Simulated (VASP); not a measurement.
A run of VASP 6.6.1 is set up as follows.

The input INCAR:

```
PREC = Accurate
ENCUT = 600
EDIFF = 1E-6
ISMEAR = -1
SIGMA = 0.05
LREAL = False
LASPH = True
NELM = 80
ALGO = Normal
ISIF = 3
LWAVE = False
LCHARG = False
GGA = PS
IBRION = 2
NSW = 32
EDIFFG = -0.005
PSTRESS = 780.0
```

File KPOINTS:

```
regular mesh
0
Gamma
  20 20 20
```

Contents of POSCAR:

```
V
1.0
   -1.3603754094      1.3603754094      1.3603754094
    1.3603754094     -1.3603754094      1.3603754094
    1.3603754094      1.3603754094     -1.3603754094
V
1
Direct
    0.0000000000      0.0000000000      0.0000000000
```

Potentials or basis: VASP PAW PBE potentials, release 64 (V_sv).

Command:

```sh
$ cat potpaw_PBE.64/V_sv/POTCAR > POTCAR
$ mpirun -np 1 vasp_std > vasp.out
```

Problem. Estimate the relaxed volume.

Solution. 10.10 Å³/atom.

Problem. Predict the relaxed cell.

Solution. a = 2.358 Å, b = 2.358 Å, c = 2.358 Å, α = 109.47°, β = 109.47°, γ = 109.47°.

Problem. What does it give for the space group after relaxing (to 0.05 Å)?

Solution. Im-3m (No. 229).

Step by step:
```csv
step,energy change (eV),largest force (eV/Å),pressure (GPa),volume (Å³)
1,0.0000,0.0000,79.14,10.07
2,-0.0502,0.0000,74.45,10.17
3,-0.0127,0.0000,78.00,10.10
```

Caveat: the cell is relaxed towards a set pressure, so the enthalpy falls and the energy may rise; the PAW data sets were made with another functional, which shifts forces and pressure a little.
